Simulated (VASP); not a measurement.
Write the native input for VASP 6.6.1 that does the following.

```yaml
Task: single point
Functional: PBEsol
Potentials_or_basis: VASP PAW PBE potentials, release 64 (C)
Cutoff: 520 eV
k_mesh: 2 × 2 × 1
Occupations: fermi-dirac, width 0.02 eV
Spin: no spin polarisation
Dipole_correction: no
Further_INCAR_settings: LREAL = Auto; ALGO = Normal; EDIFF = 1e-07; NBANDS = 51
```

The structure of C lies in POSCAR:

```
C
1.0
    7.3980000000      0.0000000000      0.0000000000
   -3.6990000000      6.4068560000      0.0000000000
    0.0000000000      0.0000000000     12.0000000000
C
18
Direct
   -0.0068684821     -0.0033557801      0.0810750000
    0.2181359205      0.1125356961      0.0750833333
    0.0067932761      0.3354843624      0.0978166667
    0.2249051140      0.4489721636      0.0859833333
    0.0069667221      0.6694078968      0.0926583333
    0.2224167183      0.7800862077      0.0808250000
    0.3279807149     -0.0037303788      0.0646750000
    0.5425830115      0.1061987346      0.0829333333
    0.3337907685      0.3230289552      0.0809833333
    0.5440920861      0.4430098008      0.0723833333
    0.3367414884      0.6668325307      0.0725500000
    0.5717158471      0.7827396152      0.0715333333
    0.6621511528      0.0021071178      0.0903666667
    0.8877370027      0.1101320211      0.1058500000
    0.6615436540      0.3302243721      0.0778583333
    0.9005048773      0.4512665807      0.1014666667
    0.6711309623      0.6717023139      0.0733000000
    0.8876896852      0.7734058640      0.0926666667
```

These files were run (other wordings do the same):

INCAR

```
SYSTEM = C
PREC = Accurate ; ENCUT = 520
EDIFF = 1E-7 ; ISMEAR = -1
SIGMA = 0.02 ; LREAL = Auto
LASPH = .TRUE. ; NELM = 100
ALGO = Normal ; ISIF = 2
LWAVE = .FALSE. ; LCHARG = .TRUE.
GGA = PS ; LELF = .TRUE.
LVHAR = .TRUE. ; NBANDS = 51
```

KPOINTS

```
Automatic mesh
0
G
  2 2 1
  0 0 0
```

Potentials or basis: VASP PAW PBE potentials, release 64 (C).

The run is started by

```console
$ cat potpaw_PBE.64/C/POTCAR > POTCAR
$ mpirun -np 1 vasp_std > vasp.out
```

Results of the run:

```
Largest force : 5.215 eV/Å
```

Caveat: the k points lie up to 0.49 Å⁻¹ apart; the atoms stand as in a frame of molecular dynamics; there is no dipole correction, which matters where the two faces differ; the PAW data sets were made with another functional, which shifts forces and pressure a little.

It took 2.1 min on 1 thread of Intel(R) Xeon(R) 6975P-C (Granite Rapids), with other jobs on the host, peak memory 0.55 GiB.
